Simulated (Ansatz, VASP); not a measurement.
**BeTe in VASP and in Ansatz**

```
CELL_PARAMETERS angstrom
0.00000 2.82862 2.82862
2.82862 0.00000 2.82862
2.82862 2.82862 0.00000
ATOMIC_POSITIONS crystal
Be 0.00000 0.00000 0.00000
Te 0.25000 0.25000 0.25000
```

Alike in both runs: task single point; functional PBE-based screened hybrid; k mesh 4 × 4 × 4; no spin polarisation.

|  | VASP | Ansatz |
| --- | --- | --- |
| version | VASP 6.6.1 | Ansatz 0.2.0 |
| potentials or method | VASP PAW PBE potentials, release 64 (Be, Te) | plane waves |
| plane-wave cutoff (eV) | 520 | 420 |
| occupations | gaussian, width 0.01 eV | fixed |
| valence electrons in the cell | 8 | 18 |

|  | VASP | Ansatz | Ansatz less VASP |
| --- | --- | --- | --- |
| gap on the k mesh at the Fermi level (eV) | 2.40 | 2.42 | +0.021 |
| pressure (GPa) | 0.0 | 0.0 | +0.01 |

VASP's potentials were made for PBE, not for PBE-based screened hybrid. VASP's potentials hold 8 valence electrons a cell and Ansatz's 18, so a difference there can come from the potentials and not from the codes. Ansatz's warnings: stress exchange threshold loose, stress scf threshold loose.

The k mesh is coarse, so the values compare programs but aren't converged. Neither program's run includes spin-orbit coupling.
